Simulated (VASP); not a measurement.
Write the native input for VASP 6.6.1 that does the following.

* Task: single point
* Functional: PBE
* Potentials or basis: VASP PAW PBE potentials, release 64 (Al, N, O)
* Cutoff: 520 eV
* k mesh: 5 × 5 × 1
* Occupations: gaussian, width 0.1 eV
* Spin: collinear spin, ferromagnetic start
* Starting moments: [0.0, 0.0, 0.0, 0.0, 0.0, 0.0, 0.0, 0.0, 0.0, 0.0, 0.0, 0.0, 1.0, 0.0] μB
* Dipole correction: yes
* Further INCAR settings: ALGO = Fast; EDIFF = 1e-07; NBANDS = 40

The structure of Al12NO lies in POSCAR:

```
Al12NO
1.0
    5.7143028096      0.0000000000      0.0000000000
    0.0000000000      5.7143028096      0.0000000000
    0.0000000000      0.0000000000     22.1750227966
Al N O
12 1 1
Direct
    0.2500000000      0.2500000000      0.1803831291
    0.2500000000      0.7500000000      0.1803831291
    0.7500000000      0.2500000000      0.1803831291
    0.7500000000      0.7500000000      0.1803831291
    0.0000000000      0.0000000000      0.2744094953
    0.0000000000      0.5000000000      0.2744094953
    0.5000000000      0.0000000000      0.2744094953
    0.5000000000      0.5000000000      0.2744094953
    0.2500000000      0.2500000000      0.3686590481
    0.2500000000      0.7500000000      0.3686590481
    0.7500000000      0.2500000000      0.3686590481
    0.7500000000      0.7500000000      0.3686590481
    0.2685631924      0.5000000000      0.4047356740
    0.7314368076      0.5000000000      0.4047356740
```

The input as run:

INCAR

```
PREC     = Accurate       # precision mode
ENCUT    = 520            # plane-wave cutoff, eV
EDIFF    = 1E-7           # SCF threshold, eV
ISMEAR   = 0              # smearing method
SIGMA    = 0.1            # smearing width, eV
LREAL    = F              # projectors in reciprocal space
LASPH    = T              # aspherical terms in the spheres
NELM     = 150            # most SCF steps
ALGO     = Fast           # electronic algorithm
ISIF     = 2              # what is computed and relaxed
LWAVE    = F              # write WAVECAR
LCHARG   = T              # write CHGCAR
ISPIN    = 2              # spin polarisation
MAGMOM   = 0 0 0 0 0 0 0 0 0 0 0 0 1 0 # initial moments
LORBIT   = 11             # projections on sites
LDIPOL   = T            
IDIPOL   = 3            
DIPOL    = 0.5 0.5 0.293
GGA      = PE             # functional
LELF     = T              # ELF
LVHAR    = T            
LVACPOTAV= T            
NBANDS   = 40             # bands
```

KPOINTS

```
Automatic mesh
0
Gamma
  5 5 1
```

Potentials or basis: VASP PAW PBE potentials, release 64 (Al, N, O).

Run with:

```bash
$ cat potpaw_PBE.64/Al/POTCAR potpaw_PBE.64/N/POTCAR potpaw_PBE.64/O/POTCAR > POTCAR
$ mpirun -np 1 vasp_std > vasp.out
```

Results of the run:

The largest force is 4.338 eV/Å. The net moment is 0.00 μB per cell. The valence electrons inside the program's atomic spheres are Al 0.76, 0.75, 0.77, 0.87, 0.81 (each value once); N 3.81; O 5.18.

Run time: 40 min on 1 thread of Oxide Virtual Turin-like Processor, with other jobs on the host, peak memory 1 GiB.
